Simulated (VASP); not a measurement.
Here is a VASP 6.6.1 calculation.

Contents of INCAR:

```
PREC = Accurate ; ENCUT = 600
EDIFF = 1E-6 ; ISMEAR = 0
SIGMA = 0.05 ; LREAL = False
LASPH = True ; NELM = 150
ALGO = Normal ; ISIF = 3
LWAVE = False ; LCHARG = False
LMAXMIX = 4 ; LDAU = True
LDAUTYPE = 2 ; LDAUL = 2
LDAUU = 2 ; LDAUJ = 0
LDAUPRINT = 1 ; GGA = CA
IBRION = 2 ; NSW = 80
EDIFFG = -0.01
```

The input KPOINTS:

```
regular mesh
0
Gamma
  10 10 10
```

File POSCAR:

```
Sc
1.0
   -1.9172054859      1.9172054859      1.7176030000
    1.9172054859     -1.9172054859      1.7176030000
    1.9172054859      1.9172054859     -1.7176030000
Sc
1
Direct
    0.0000000000      0.0000000000      0.0000000000
```

Potentials or basis: VASP PAW LDA potentials, release 64 (Sc_sv).

The run is started by

```bash
$ cat potpaw_LDA.64/Sc_sv/POTCAR > POTCAR
$ mpirun -np 1 vasp_std > vasp.out
```

Question: Estimate the relaxed volume.

Answer: 24.30 Å³/atom.

Question: Predict the relaxed cell.

Answer: a = 3.161 Å, b = 3.161 Å, c = 3.161 Å, α = 109.50°, β = 109.50°, γ = 109.42°.

Question: Estimate the space group after relaxing (to 0.05 Å).

Answer: Im-3m (No. 229).

Final structure:
```
CELL_PARAMETERS angstrom
-1.82416 1.82416 1.82604
1.82416 -1.82416 1.82604
1.82416 1.82416 -1.82604
ATOMIC_POSITIONS crystal
Sc 0.00000 0.00000 0.00000
```

Caveat: U without spin polarisation on a metal has little footing; the U is typed as a test and isn't derived for this compound.
